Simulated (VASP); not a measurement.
# LiBi (Pm-3m) in VASP: notebook

LiBi is run at these levels: LDA; tasks: single point.

Program: VASP 6.6.1. These are calculated values, not measurements. Logs are shortened: lines on timing, memory, paths and dates and some standing lists are left out, and cuts for length are marked.

### 1 The cell of the first run

The structure is cubic, space group Pm-3m (No. 221). Conventional cell: a = 3.502 Å, b = 3.502 Å, c = 3.502 Å, α = 90.00°, β = 90.00°, γ = 90.00°. Within 4.0 Å of Li (site symmetry m-3m) lie 8 Bi at 3.03 Å and 6 Li at 3.50 Å. Bi (site symmetry m-3m) has 8 Li at 3.03 Å and 6 Bi at 3.50 Å within 4.0 Å.

### 2 Single point, LDA

File INCAR:

```
SYSTEM = LiBi
  PREC = Accurate
  ENCUT = 520
  EDIFF = 1E-6
  ISMEAR = 0
  SIGMA = 0.05
  LREAL = .False.
  LASPH = .True.
  NELM = 60
  ALGO = Normal
  ISIF = 2
  LWAVE = .False.
  LCHARG = .True.
  LELF = .True.
  LVHAR = .True.
  NBANDS = 16
```

File KPOINTS:

```
regular mesh
0
Gamma
  7 7 7
  0 0 0
```

File POSCAR:

```
LiBi
1.0
    3.5015299956      0.0000000000      0.0000000000
    0.0000000000      3.5015299956      0.0000000000
    0.0000000000      0.0000000000      3.5015299956
Li Bi
1 1
Direct
    0.0000000000      0.0000000000      0.0000000000
    0.5000000000      0.5000000000      0.5000000000
```

Potentials or basis: VASP PAW LDA potentials, release 64 (Li_sv, Bi_d).

The run is started by

```
cat potpaw_LDA.64/Li_sv/POTCAR potpaw_LDA.64/Bi_d/POTCAR > POTCAR
mpirun -np 1 vasp_std > vasp.out
```

OUTCAR:

```text
SYSTEM = LiBi
   PREC = Accurate
   ENCUT = 520
   EDIFF = 1E-6
   ISMEAR = 0
   LREAL = .False.
   LASPH = .True.
   NELM = 60
   ISIF = 2

 ion  position               nearest neighbor table
   1  0.000  0.000  0.000-   2 3.03   2 3.03   2 3.03   2 3.03   2 3.03   2 3.03   2 3.03   2 3.03

   2  0.500  0.500  0.500-   1 3.03   1 3.03   1 3.03   1 3.03   1 3.03   1 3.03   1 3.03   1 3.03

  LATTYP: Found a simple cubic cell.
 ALAT       =     3.5015299956

  Lattice vectors:

 A1 = (   3.5015299956,   0.0000000000,   0.0000000000)
 A2 = (   0.0000000000,   3.5015299956,   0.0000000000)
 A3 = (   0.0000000000,   0.0000000000,   3.5015299956)

Analysis of symmetry for initial positions (statically):
=====================================================================
 Subroutine PRICEL returns:
 Original cell was already a primitive cell.

 Routine SETGRP: Setting up the symmetry group for a
 simple cubic supercell.

 Subroutine GETGRP returns: Found 48 space group operations
 (whereof 48 operations were pure point group operations)
 out of a pool of 48 trial point group operations.

The static configuration has the point symmetry O_h .

Analysis of symmetry for dynamics (positions and initial velocities):
=====================================================================
 Subroutine PRICEL returns:
 Original cell was already a primitive cell.

 Routine SETGRP: Setting up the symmetry group for a
 simple cubic supercell.

 Subroutine GETGRP returns: Found 48 space group operations
 (whereof 48 operations were pure point group operations)
 out of a pool of 48 trial point group operations.

The dynamic configuration has the point symmetry O_h .

 Subroutine INISYM returns: Found 48 space group operations
 (whereof 48 operations are pure point group operations),
 and found     1 'primitive' translations

----------------------------------------------------------------------------------------

                                     Primitive cell

  volume of cell :      42.9313

  direct lattice vectors                    reciprocal lattice vectors
     3.501529996  0.000000000  0.000000000     0.285589443  0.000000000  0.000000000
     0.000000000  3.501529996  0.000000000     0.000000000  0.285589443  0.000000000
     0.000000000  0.000000000  3.501529996     0.000000000  0.000000000  0.285589443

  length of vectors
     3.501529996  3.501529996  3.501529996     0.285589443  0.285589443  0.285589443

  position of ions in fractional coordinates (direct lattice)
     0.000000000  0.000000000  0.000000000
     0.500000000  0.500000000  0.500000000

  ion indices of the primitive-cell ions
   primitive index   ion index
                 1           1
                 2           2

----------------------------------------------------------------------------------------

 KPOINTS: regular mesh

Automatic generation of k-mesh.
 Grid dimensions read from file:
 generate k-points for:    7    7    7

 Generating k-lattice:

  Cartesian coordinates                     Fractional coordinates (reciprocal lattice)
     0.040798492  0.000000000  0.000000000     0.142857143  0.000000000  0.000000000
     0.000000000  0.040798492  0.000000000     0.000000000  0.142857143  0.000000000
     0.000000000  0.000000000  0.040798492     0.000000000  0.000000000  0.142857143

  Length of vectors
     0.040798492  0.040798492  0.040798492

  Shift w.r.t. Gamma in fractional coordinates (k-lattice)
     0.000000000  0.000000000  0.000000000

 Subroutine IBZKPT returns following result:
 ===========================================

 Found     20 irreducible k-points:

 Following reciprocal coordinates:
            Coordinates               Weight
  0.000000  0.000000  0.000000      1.000000
  0.142857  0.000000  0.000000      6.000000
  0.285714  0.000000  0.000000      6.000000
  0.428571  0.000000  0.000000      6.000000
  0.142857  0.142857  0.000000     12.000000
  0.285714  0.142857  0.000000     24.000000
[... 12 lines left out ...]
  0.428571  0.428571  0.285714     24.000000
  0.428571  0.428571  0.428571      8.000000
   k-points           NKPTS =     20   k-points in BZ     NKDIM =     20   number of bands    NBANDS=     16
   number of dos      NEDOS =    301   number of ions     NIONS =      2
   total plane-waves  NPLWV =  21952
   dimension x,y,z NGX =    28 NGY =   28 NGZ =   28
   dimension x,y,z NGXF=    56 NGYF=   56 NGZF=   56
   ions per type =               1   1
   NGX,Y,Z   is equivalent  to a cutoff of  13.29, 13.29, 13.29 a.u.
   NGXF,Y,Z  is equivalent  to a cutoff of  26.59, 26.59, 26.59 a.u.
 SYSTEM =  LiBi
   PREC   = accura    normal or accurate (medium, high low for compatibility)
   ISTART =      0    job   : 0-new  1-cont  2-samecut
   ICHARG =      2    charge: 1-file 2-atom 10-const
   ISPIN  =      1    spin polarized calculation?
   LNONCOLLINEAR =      F non collinear calculations
   LSORBIT =      F    spin-orbit coupling
   LASPH  =      T    aspherical Exc in radial PAW
   ENCUT  =  520.0 eV  38.22 Ry    6.18 a.u.   6.51  6.51  6.51*2*pi/ulx,y,z
   NELM   =     60;   NELMIN=  2; NELMDL= -5     # of ELM steps
   EDIFF  = 0.1E-05   stopping-criterion for ELM
   LREAL  =      F    real-space projection
   EDIFFG = 0.1E-04   stopping-criterion for IOM
   NSW    =      0    number of steps for IOM
   IBRION =     -1    ionic relax: 0-MD 1-quasi-New 2-CG
   NFREE  =      0    steps in history (QN), initial steepest desc. (CG)
   ISIF   =      2    stress and relaxation
   ISYM   =      2    0-nonsym 1-usesym 2-fastsym
   POTIM  = 0.5000    time-step for ionic-motion
   TEBEG  =    0.0;   TEEND  =   0.0 temperature during run
   PSTRESS=    0.0 pullay stress
   NELECT =      18.0000    total number of electrons
   NUPDOWN=      -1.0000    fix difference up-down
   EMIN   =  10.00;   EMAX   =-10.00  energy-range for DOS
   EFERMI =   0.00;   METHOD = LEGACY
   ISMEAR =     0;   SIGMA  =   0.05  broadening in eV -4-tet -1-fermi 0-gaus
   EFERMI_NEDOS =   21; number of points for ismear=-14 and -15
   IALGO  =     38    algorithm
   IMIX   =      4    mixing-type and parameters
     AMIX     =   0.40;   BMIX     =  1.00
     AMIX_MAG =   1.60;   BMIX_MAG =  1.00
  volume/ion in A,a.u.               =      21.47       144.86
  Fermi-wavevector in a.u.,A,eV,Ry     =   1.225296  2.315474 20.427123  1.501351
  Thomas-Fermi vector in A             =   2.360339
   LORBIT       =      0    0 simple, 1 ext, 2 COOP (PROOUT), +10 PAW based schemes
   GGA     = CA    functional components
   LHFCALC =     F    Hartree Fock is set to
   AEXX    =    0.0000 exact exchange contribution
   IVDW    =     0    specifies the selected vdW correction
   LEPSILON=     F    determine dielectric tensor
   LRPA    =     F    only Hartree local field effects (RPA)
 non-spin polarized calculation
 Gauss-broadening in eV      SIGMA  =   0.05
  energy-cutoff  :      520.00
  volume of cell :       42.93
 maximum number of plane-waves:      1189
 NGX is ok and might be reduce to    28
   NGX = 13   NGY = 13   NGZ = 13

 number of electron      18.0000016 magnetization

 Free energy of the ion-electron system (eV)
  ---------------------------------------------------
  ext. energy  EPLUGINS =         0.00000000
  ---------------------------------------------------
  free energy    TOTEN  =        -7.40867033 eV

  energy without entropy =       -7.40743108  energy(sigma->0) =       -7.40805071

 E-fermi :   6.4724     XC(G=0):  -9.9524

 val. band max:        6.4381353966   @ k =   0.2857   0.1429   0.1429
 cond. band min:       6.7086352124   @ k =   0.2857   0.1429   0.1429
 fundamental gap:      0.2704998158
 Fermi energy:         6.4723703406

 k-point     1 :       0.0000    0.0000    0.0000
  band No.  band energies     occupation
      1     -39.3694      2.00000
      2     -16.2765      2.00000
      3     -16.2765      2.00000
      4     -16.1306      2.00000
      5     -16.1306      2.00000
      6     -16.1306      2.00000
[... 8 lines left out ...]
     15      18.1335      0.00000
     16      18.1335      0.00000

 k-point     2 :       0.1429    0.0000    0.0000
  band No.  band energies     occupation
      1     -39.3691      2.00000
      2     -16.2752      2.00000
      3     -16.2495      2.00000
      4     -16.1390      2.00000
      5     -16.1390      2.00000
      6     -16.1299      2.00000
[... 8 lines left out ...]
     15      17.0948      0.00000
     16      17.4415      0.00000

 k-point     3 :       0.2857    0.0000    0.0000
  band No.  band energies     occupation
      1     -39.3684      2.00000
      2     -16.2723      2.00000
      3     -16.1889      2.00000
      4     -16.1577      2.00000
      5     -16.1577      2.00000
      6     -16.1283      2.00000
[... 8 lines left out ...]
     15      16.0957      0.00000
     16      17.1156      0.00000

 k-point     4 :       0.4286    0.0000    0.0000
  band No.  band energies     occupation
      1     -39.3678      2.00000
      2     -16.2699      2.00000
      3     -16.1727      2.00000
      4     -16.1727      2.00000
      5     -16.1403      2.00000
      6     -16.1270      2.00000
[... 8 lines left out ...]
     15      15.2822      0.00000
     16      15.3773      0.00000
[... 248 lines left out ...]
 k-point    18 :       0.4286    0.2857    0.2857
  band No.  band energies     occupation
      1     -39.3660      2.00000
      2     -16.2023      2.00000
      3     -16.2021      2.00000
      4     -16.1839      2.00000
      5     -16.1347      2.00000
      6     -16.0848      2.00000
[... 8 lines left out ...]
     15      20.7076      0.00000
     16      20.7677      0.00000

 k-point    19 :       0.4286    0.4286    0.2857
  band No.  band energies     occupation
      1     -39.3655      2.00000
      2     -16.2202      2.00000
      3     -16.2007      2.00000
      4     -16.2007      2.00000
      5     -16.1089      2.00000
      6     -16.0572      2.00000
[... 8 lines left out ...]
     15      21.8212      0.00000
     16      23.2721      0.00000

 k-point    20 :       0.4286    0.4286    0.4286
  band No.  band energies     occupation
      1     -39.3649      2.00000
      2     -16.2188      2.00000
      3     -16.2188      2.00000
      4     -16.2187      2.00000
      5     -16.0562      2.00000
      6     -16.0562      2.00000
[... 8 lines left out ...]
     15      24.9719      0.00000
     16      24.9719      0.00000

------------------------ aborting loop because EDIFF is reached ----------------------------------------

  FORCE on cell =-STRESS in cart. coord.  units (eV):
  Direction    XX          YY          ZZ          XY          YZ          ZX
  --------------------------------------------------------------------------------------
  -------------------------------------------------------------------------------------
  Total        0.2810820      0.2810820      0.2810820      0.0000000      0.0000000     -0.0000000
  in kB       10.4898699     10.4898699     10.4898699      0.0000000      0.0000000     -0.0000000
  external PRESSURE =      10.4898699 kB  Pullay stress =       0.0000000 kB

 VOLUME and BASIS-vectors are now :
 -----------------------------------------------------------------------------
  energy-cutoff  :      520.00
  volume of cell :       42.93
      direct lattice vectors                 reciprocal lattice vectors
     3.501529996  0.000000000  0.000000000     0.285589443  0.000000000  0.000000000
     0.000000000  3.501529996  0.000000000     0.000000000  0.285589443  0.000000000
     0.000000000  0.000000000  3.501529996     0.000000000  0.000000000  0.285589443

 POSITION                                       TOTAL-FORCE (eV/Angst)
 -----------------------------------------------------------------------------------
      0.00000      0.00000      0.00000         0.000000      0.000000      0.000000
      1.75076      1.75076      1.75076         0.000000      0.000000      0.000000
 -----------------------------------------------------------------------------------
    total drift:                                0.000000      0.000000      0.000000

  FREE ENERGIE OF THE ION-ELECTRON SYSTEM (eV)
  ---------------------------------------------------
  free  energy   TOTEN  =        -7.4086703321 eV

  energy  without entropy=       -7.4074310780  energy(sigma->0) =       -7.40805071
```

Wall time 9 s (1 thread of Intel Xeon Platinum 8259CL at 2.50GHz (Skylake/Cascade Lake), shared host); peak memory 0.14 GiB.

Results:

```yaml
Free_energy: -7.4087 eV
Band_gap_on_the_k_mesh: zero (bands 9 and 10 overlap by 4.76 eV)
```

Caveat: the cutoff is under 1.25 times the usual one of these potentials, so pressure, stress and relaxed cells hold a basis-set (Pulay) error; spin-orbit coupling is left out, which moves the levels of the heavy elements.

### 3 Single point, LDA

This run uses another cell than the first one, of 21.90 Å³/atom.

File INCAR:

```
ALGO = Normal
EDIFF = 1E-7
ENCUT = 520
GGA = CA
ISIF = 2
ISMEAR = 0
LASPH = T
LCHARG = F
LREAL = F
LWAVE = F
NBANDS = 16
NELM = 100
PREC = Accurate
SIGMA = 0.05
```

File KPOINTS:

```
k-points
0
Gamma
  7 7 7
```

File POSCAR:

```
LiBi
1.0
    3.5251896997      0.0000000000      0.0000000000
    0.0000000000      3.5251896997      0.0000000000
    0.0000000000      0.0000000000      3.5251896997
Li Bi
1 1
Direct
    0.0000000000      0.0000000000      0.0000000000
    0.5000000000      0.5000000000      0.5000000000
```

Potentials or basis: VASP PAW LDA potentials, release 64 (Li_sv, Bi_d).

The run is started by

```
cat potpaw_LDA.64/Li_sv/POTCAR potpaw_LDA.64/Bi_d/POTCAR > POTCAR
mpirun -np 1 vasp_std > vasp.out
```

Run time: 9.8 s. Hardware: 1 thread of Intel Xeon Platinum 8259CL at 2.50GHz (Skylake/Cascade Lake), shared host; peak memory 0.14 GiB.

It converged, with:

```
Free energy            : -7.4118 eV
Band gap on the k mesh : zero (bands 9 and 10 overlap by 4.65 eV)
```

Levels at points of the mesh, in eV from the Fermi level:
```
           k point  band 7  band 8  band 9  band 10  band 11  band 12
(0.00, 0.00, 0.00)  -12.55    0.91    0.91     0.91     4.09     5.57
```

Caveat: the cutoff is under 1.25 times the usual one of these potentials, so pressure, stress and relaxed cells hold a basis-set (Pulay) error; spin-orbit coupling is left out, which moves the levels of the heavy elements.

### 4 Single point, LDA

This run uses another cell than the first one, of 21.90 Å³/atom.

File INCAR:

```
SYSTEM = LiBi
ALGO = Normal
EDIFF = 1E-7
ENCUT = 520
ISIF = 2
ISMEAR = 0
LASPH = .TRUE.
LCHARG = .TRUE.
LELF = .TRUE.
LREAL = .FALSE.
LVHAR = .TRUE.
LWAVE = .FALSE.
NBANDS = 16
NELM = 60
PREC = Accurate
SIGMA = 0.05
```

File KPOINTS:

```
k-points
0
G
  7 7 7
  0 0 0
```

POSCAR is that of step 3.

The run is started by

```
cat potpaw_LDA.64/Li_sv/POTCAR potpaw_LDA.64/Bi_d/POTCAR > POTCAR
mpirun -np 1 vasp_std > vasp.out
```

Run time: 10 s. Hardware: 1 thread of Intel Xeon Platinum 8259CL at 2.50GHz (Skylake/Cascade Lake), shared host; peak memory 0.14 GiB.

It converged, with:

| Property | Result |
| --- | --- |
| Free energy | -7.4118 eV |
| Band gap on the k mesh | zero (bands 9 and 10 overlap by 4.65 eV) |

Levels at points of the mesh, in eV from the Fermi level:
```csv
k point,band 5,band 6,band 7,band 8,band 9,band 10,band 11,band 12,band 13,band 14
"(0.00, 0.00, 0.00)",-22.57,-22.57,-12.55,0.91,0.91,0.91,4.09,5.57,5.57,11.50
```

Caveat: the cutoff is under 1.25 times the usual one of these potentials, so pressure, stress and relaxed cells hold a basis-set (Pulay) error; spin-orbit coupling is left out, which moves the levels of the heavy elements.
